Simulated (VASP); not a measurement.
# AlN (Fm-3m) in VASP: further runs

Runs on AlN. Level: PBE. Tasks: single point.

The COD entry that gives the cell may itself be a prediction, so a difference from it is no test against experiment.

Everything below comes from runs of VASP 6.6.1. Logs are shortened: lines on timing, memory, paths and dates and some standing lists are left out, and cuts for length are marked.

## (1) The cell of the first run

Symmetry: Fm-3m, No. 225, cubic system. The conventional cell has a = 3.885 Å, b = 3.885 Å, c = 3.885 Å, α = 90.00°, β = 90.00°, γ = 90.00°. Al (site symmetry m-3m) has 6 N at 1.94 Å within 2.6 Å. Within 2.6 Å of N (site symmetry m-3m) lie 6 Al at 1.94 Å.

## (2) Single point, PBE

The input, INCAR:

```
SYSTEM = AlN
  ALGO = Normal
  EDIFF = 1E-6
  ENCUT = 600
  GGA = PE
  GGA_COMPAT = .FALSE.
  ISIF = 2
  ISMEAR = 0
  LASPH = .TRUE.
  LCHARG = .TRUE.
  LELF = .TRUE.
  LREAL = .FALSE.
  LVHAR = .TRUE.
  LWAVE = .FALSE.
  NBANDS = 11
  NELM = 120
  PREC = Accurate
  SIGMA = 0.01
```

The input, KPOINTS:

```
k-points
0
G
  8 8 8
  0 0 0
```

The input, POSCAR:

```
AlN
1.0
    0.0000000000      1.9423886297      1.9423886297
    1.9423886297      0.0000000000      1.9423886297
    1.9423886297      1.9423886297      0.0000000000
Al N
1 1
Direct
    0.0000000000      0.0000000000      0.0000000000
    0.5000000000      0.5000000000      0.5000000000
```

Potentials or basis: VASP PAW PBE potentials, release 64 (Al, N).

Launch:

```bash
> cat potpaw_PBE.64/Al/POTCAR potpaw_PBE.64/N/POTCAR > POTCAR
> mpirun -np 1 vasp_std > vasp.out
```

OUTCAR:

```text
SYSTEM = AlN
   EDIFF = 1E-6
   ENCUT = 600
   GGA = PE
   ISIF = 2
   ISMEAR = 0
   LASPH = .TRUE.
   LREAL = .FALSE.
   NELM = 120
   PREC = Accurate

 ion  position               nearest neighbor table
   1  0.000  0.000  0.000-   2 1.94   2 1.94   2 1.94   2 1.94   2 1.94   2 1.94
   2  0.500  0.500  0.500-   1 1.94   1 1.94   1 1.94   1 1.94   1 1.94   1 1.94

  LATTYP: Found a face centered cubic cell.
 ALAT       =     3.8847772594

  Lattice vectors:

 A1 = (   0.0000000000,   1.9423886297,   1.9423886297)
 A2 = (   1.9423886297,   0.0000000000,   1.9423886297)
 A3 = (   1.9423886297,   1.9423886297,   0.0000000000)

Analysis of symmetry for initial positions (statically):
=====================================================================
 Subroutine PRICEL returns:
 Original cell was already a primitive cell.

 Routine SETGRP: Setting up the symmetry group for a
 face centered cubic supercell.

 Subroutine GETGRP returns: Found 48 space group operations
 (whereof 48 operations were pure point group operations)
 out of a pool of 48 trial point group operations.

The static configuration has the point symmetry O_h .

Analysis of symmetry for dynamics (positions and initial velocities):
=====================================================================
 Subroutine PRICEL returns:
 Original cell was already a primitive cell.

 Routine SETGRP: Setting up the symmetry group for a
 face centered cubic supercell.

 Subroutine GETGRP returns: Found 48 space group operations
 (whereof 48 operations were pure point group operations)
 out of a pool of 48 trial point group operations.

The dynamic configuration has the point symmetry O_h .

 Subroutine INISYM returns: Found 48 space group operations
 (whereof 48 operations are pure point group operations),
 and found     1 'primitive' translations

----------------------------------------------------------------------------------------

                                     Primitive cell

  volume of cell :      14.6568

  direct lattice vectors                    reciprocal lattice vectors
     0.000000000  1.942388630  1.942388630    -0.257415016  0.257415016  0.257415016
     1.942388630  0.000000000  1.942388630     0.257415016 -0.257415016  0.257415016
     1.942388630  1.942388630  0.000000000     0.257415016  0.257415016 -0.257415016

  length of vectors
     2.746952344  2.746952344  2.746952344     0.445855886  0.445855886  0.445855886

  position of ions in fractional coordinates (direct lattice)
     0.000000000  0.000000000  0.000000000
     0.500000000  0.500000000  0.500000000

  ion indices of the primitive-cell ions
   primitive index   ion index
                 1           1
                 2           2

----------------------------------------------------------------------------------------

 KPOINTS: k-points

Automatic generation of k-mesh.
 Grid dimensions read from file:
 generate k-points for:    8    8    8

 Generating k-lattice:

  Cartesian coordinates                     Fractional coordinates (reciprocal lattice)
    -0.032176877  0.032176877  0.032176877     0.125000000  0.000000000  0.000000000
     0.032176877 -0.032176877  0.032176877     0.000000000  0.125000000  0.000000000
     0.032176877  0.032176877 -0.032176877     0.000000000  0.000000000  0.125000000

  Length of vectors
     0.055731986  0.055731986  0.055731986

  Shift w.r.t. Gamma in fractional coordinates (k-lattice)
     0.000000000  0.000000000  0.000000000

 Subroutine IBZKPT returns following result:
 ===========================================

 Found     29 irreducible k-points:

 Following reciprocal coordinates:
            Coordinates               Weight
  0.000000  0.000000  0.000000      1.000000
  0.125000  0.000000  0.000000      8.000000
  0.250000  0.000000  0.000000      8.000000
  0.375000  0.000000  0.000000      8.000000
  0.500000  0.000000  0.000000      4.000000
  0.125000  0.125000  0.000000      6.000000
[... 16 lines left out ...]
  0.500000  0.250000  0.125000     48.000000
 -0.375000  0.250000  0.125000     24.000000
 [... further k-points ...]
   k-points           NKPTS =     29   k-points in BZ     NKDIM =     29   number of bands    NBANDS=     11
   number of dos      NEDOS =    301   number of ions     NIONS =      2
   total plane-waves  NPLWV =  13824
   dimension x,y,z NGX =    24 NGY =   24 NGZ =   24
   dimension x,y,z NGXF=    48 NGYF=   48 NGZF=   48
   ions per type =               1   1
   NGX,Y,Z   is equivalent  to a cutoff of  14.52, 14.52, 14.52 a.u.
   NGXF,Y,Z  is equivalent  to a cutoff of  29.05, 29.05, 29.05 a.u.
 SYSTEM =  AlN
   PREC   = accura    normal or accurate (medium, high low for compatibility)
   ISTART =      0    job   : 0-new  1-cont  2-samecut
   ICHARG =      2    charge: 1-file 2-atom 10-const
   ISPIN  =      1    spin polarized calculation?
   LNONCOLLINEAR =      F non collinear calculations
   LSORBIT =      F    spin-orbit coupling
   LASPH  =      T    aspherical Exc in radial PAW
   ENCUT  =  600.0 eV  44.10 Ry    6.64 a.u.   5.49  5.49  5.49*2*pi/ulx,y,z
   NELM   =    120;   NELMIN=  2; NELMDL= -5     # of ELM steps
   EDIFF  = 0.1E-05   stopping-criterion for ELM
   LREAL  =      F    real-space projection
   EDIFFG = 0.1E-04   stopping-criterion for IOM
   NSW    =      0    number of steps for IOM
   IBRION =     -1    ionic relax: 0-MD 1-quasi-New 2-CG
   NFREE  =      0    steps in history (QN), initial steepest desc. (CG)
   ISIF   =      2    stress and relaxation
   ISYM   =      2    0-nonsym 1-usesym 2-fastsym
   POTIM  = 0.5000    time-step for ionic-motion
   TEBEG  =    0.0;   TEEND  =   0.0 temperature during run
   PSTRESS=    0.0 pullay stress
   NELECT =       8.0000    total number of electrons
   NUPDOWN=      -1.0000    fix difference up-down
   EMIN   =  10.00;   EMAX   =-10.00  energy-range for DOS
   EFERMI =   0.00;   METHOD = LEGACY
   ISMEAR =     0;   SIGMA  =   0.01  broadening in eV -4-tet -1-fermi 0-gaus
   EFERMI_NEDOS =   21; number of points for ismear=-14 and -15
   IALGO  =     38    algorithm
   IMIX   =      4    mixing-type and parameters
     AMIX     =   0.40;   BMIX     =  1.00
     AMIX_MAG =   1.60;   BMIX_MAG =  1.00
  volume/ion in A,a.u.               =       7.33        49.45
  Fermi-wavevector in a.u.,A,eV,Ry     =   1.337905  2.528274 24.354300  1.789991
  Thomas-Fermi vector in A             =   2.466417
   LORBIT       =      0    0 simple, 1 ext, 2 COOP (PROOUT), +10 PAW based schemes
   GGA     = PE    functional components
   LHFCALC =     F    Hartree Fock is set to
   AEXX    =    0.0000 exact exchange contribution
   IVDW    =     0    specifies the selected vdW correction
   LEPSILON=     F    determine dielectric tensor
   LRPA    =     F    only Hartree local field effects (RPA)
 non-spin polarized calculation
 Gauss-broadening in eV      SIGMA  =   0.01
  energy-cutoff  :      600.00
  volume of cell :       14.66
 maximum number of plane-waves:       531
 NGX is ok and might be reduce to    24
   NGX = 11   NGY = 11   NGZ = 11

 number of electron       8.0000001 magnetization

 Free energy of the ion-electron system (eV)
  ---------------------------------------------------
  ext. energy  EPLUGINS =         0.00000000
  ---------------------------------------------------
  free energy    TOTEN  =       -14.26421066 eV

  energy without entropy =      -14.26421066  energy(sigma->0) =      -14.26421066

 E-fermi :  11.7924     XC(G=0): -12.8593

 val. band max:       11.6010649503   @ k =   0.0000   0.0000   0.0000
 cond. band min:      16.6720276973   @ k =   0.5000   0.5000   0.0000
 fundamental gap:      5.0709627471
 Fermi energy:        11.7924122666

 k-point     1 :       0.0000    0.0000    0.0000
  band No.  band energies     occupation
      1      -7.0939      2.00000
      2      11.6011      2.00000
      3      11.6011      2.00000
      4      11.6011      2.00000
      5      19.1200      0.00000
      6      24.1466      0.00000
      7      24.1466      0.00000
      8      24.1466      0.00000
      9      29.6245      0.00000
     10      30.2874      0.00000
     11      30.2874      0.00000

 k-point     2 :       0.1250    0.0000    0.0000
  band No.  band energies     occupation
      1      -6.7367      2.00000
      2      10.0595      2.00000
      3      11.3717      2.00000
      4      11.3717      2.00000
      5      19.8311      0.00000
      6      23.0514      0.00000
      7      24.6719      0.00000
      8      24.6719      0.00000
      9      28.6816      0.00000
     10      28.6816      0.00000
     11      31.5054      0.00000

 k-point     3 :       0.2500    0.0000    0.0000
  band No.  band energies     occupation
      1      -5.7140      2.00000
      2       6.9752      2.00000
      3      10.8776      2.00000
      4      10.8776      2.00000
      5      19.5372      0.00000
      6      23.8870      0.00000
      7      24.7902      0.00000
      8      24.7902      0.00000
      9      28.8343      0.00000
     10      28.8343      0.00000
     11      30.6095      0.00000

 k-point     4 :       0.3750    0.0000    0.0000
  band No.  band energies     occupation
      1      -4.2587      2.00000
      2       3.9702      2.00000
      3      10.4465      2.00000
      4      10.4465      2.00000
      5      18.7833      0.00000
      6      23.9624      0.00000
      7      23.9624      0.00000
      8      25.8166      0.00000
      9      29.5540      0.00000
     10      31.5905      0.00000
     11      31.5905      0.00000

 k-point     5 :       0.5000    0.0000    0.0000
  band No.  band energies     occupation
      1      -3.3334      2.00000
      2       2.4904      2.00000
      3      10.2823      2.00000
      4      10.2823      2.00000
      5      18.5212      0.00000
      6      23.6069      0.00000
      7      23.6069      0.00000
      8      26.7043      0.00000
      9      29.1550      0.00000
     10      33.6839      0.00000
     11      33.6839      0.00000
[... 211 lines left out ...]
 k-point    21 :       0.5000    0.5000    0.0000
  band No.  band energies     occupation
      1      -2.1789      2.00000
      2       3.3786      2.00000
      3       8.4804      2.00000
      4       8.4804      2.00000
      5      16.6720      0.00000
      6      17.4278      0.00000
      7      27.1831      0.00000
      8      30.8347      0.00000
      9      30.8347      0.00000
     10      36.1905      0.00000
     11      40.3840      0.00000

 k-point    22 :       0.3750    0.2500    0.1250
  band No.  band energies     occupation
      1      -4.8649      2.00000
      2       6.5914      2.00000
      3       8.6946      2.00000
      4      10.2174      2.00000
      5      20.6610      0.00000
      6      21.8043      0.00000
      7      22.9957      0.00000
      8      26.8678      0.00000
      9      27.8062      0.00000
     10      32.4849      0.00000
     11      35.0664      0.00000

 k-point    23 :       0.5000    0.2500    0.1250
  band No.  band energies     occupation
      1      -3.5458      2.00000
      2       4.5909      2.00000
      3       7.6853      2.00000
      4       9.6215      2.00000
      5      20.7606      0.00000
      6      21.8211      0.00000
      7      23.5340      0.00000
      8      26.2527      0.00000
      9      29.9129      0.00000
     10      33.2680      0.00000
     11      35.3339      0.00000

 k-point    24 :      -0.3750    0.2500    0.1250
  band No.  band energies     occupation
      1      -2.7556      2.00000
      2       3.4351      2.00000
      3       7.4483      2.00000
      4       9.3335      2.00000
      5      20.8748      0.00000
      6      21.2099      0.00000
      7      25.1664      0.00000
      8      25.6787      0.00000
      9      31.1319      0.00000
     10      32.3926      0.00000
     11      35.6781      0.00000

 [... further k-points ...]
[... 5 lines left out ...]
  --------------------------------------------------------------------------------------
  -------------------------------------------------------------------------------------
  Total        4.2159868      4.2159868      4.2159868      0.0000000      0.0000000      0.0000000
  in kB      460.8625842    460.8625842    460.8625842      0.0000000      0.0000000      0.0000000
  external PRESSURE =     460.8625842 kB  Pullay stress =       0.0000000 kB

 VOLUME and BASIS-vectors are now :
 -----------------------------------------------------------------------------
  energy-cutoff  :      600.00
  volume of cell :       14.66
      direct lattice vectors                 reciprocal lattice vectors
     0.000000000  1.942388630  1.942388630    -0.257415016  0.257415016  0.257415016
     1.942388630  0.000000000  1.942388630     0.257415016 -0.257415016  0.257415016
     1.942388630  1.942388630  0.000000000     0.257415016  0.257415016 -0.257415016

 POSITION                                       TOTAL-FORCE (eV/Angst)
 -----------------------------------------------------------------------------------
      0.00000      0.00000      0.00000        -0.000000     -0.000000      0.000000
      1.94239      1.94239      1.94239         0.000000      0.000000     -0.000000
 -----------------------------------------------------------------------------------
    total drift:                               -0.000000     -0.000000      0.000000

  FREE ENERGIE OF THE ION-ELECTRON SYSTEM (eV)
  ---------------------------------------------------
  free  energy   TOTEN  =       -14.2642106610 eV

  energy  without entropy=      -14.2642106610  energy(sigma->0) =      -14.26421066
```

Run time: 17 s. Hardware: 1 thread of AMD EPYC 7R13, shared host; peak memory 0.1 GiB.

What came out:

```
Free energy            : -14.2642 eV
Pressure               : 46.1 GPa
Band gap on the k mesh : 5.07 eV, indirect (least direct gap 7.52 eV)
```

A k mesh can miss the band edges. As with any semilocal functional, this PBE gap is likely too small.

## (3) Single point, PBE

This run uses another cell than the first one, of 7.63 Å³/atom, 1.042 times its volume.

The input, INCAR:

```
SYSTEM = AlN
PREC = Accurate
ENCUT = 600
EDIFF = 1E-6
ISMEAR = 0
SIGMA = 0.01
LREAL = .False.
LASPH = .True.
NELM = 120
ALGO = Normal
ISIF = 2
LWAVE = .False.
LCHARG = .False.
GGA = PE
NBANDS = 11
GGA_COMPAT = .False.
```

The input, KPOINTS:

```
Automatic mesh
0
Gamma
  8 8 8
  0 0 0
```

The input, POSCAR:

```
AlN
1.0
    0.0000000000      1.9690000000      1.9690000000
    1.9690000000      0.0000000000      1.9690000000
    1.9690000000      1.9690000000      0.0000000000
Al N
1 1
Direct
    0.0000000000      0.0000000000      0.0000000000
    0.5000000000      0.5000000000      0.5000000000
```

Potentials or basis: VASP PAW PBE potentials, release 64 (Al, N).

Launch:

```bash
> cat potpaw_PBE.64/Al/POTCAR potpaw_PBE.64/N/POTCAR > POTCAR
> mpirun -np 1 vasp_std > vasp.out
```

Wall time 16 s (1 thread of AMD EPYC 7R13, shared host); peak memory 0.1 GiB.

It converged, with:

```
Free energy            : -14.4094 eV
Pressure               : 30.0 GPa
Band gap on the k mesh : 5.16 eV, indirect (least direct gap 6.87 eV)
```

Levels at points of the mesh, in eV from the valence-band top:
```
           k point  band 2  band 3  band 4  band 5  band 6  band 7
(0.00, 0.00, 0.00)    0.00    0.00    0.00    6.87   12.42   12.42
(0.50, 0.00, 0.00)   -8.83   -1.23   -1.23    6.65   11.66   11.66
(0.50, 0.50, 0.00)   -7.93   -3.01   -3.01    5.16    5.40   15.05
```

(Part 1 of 2 ends here.)
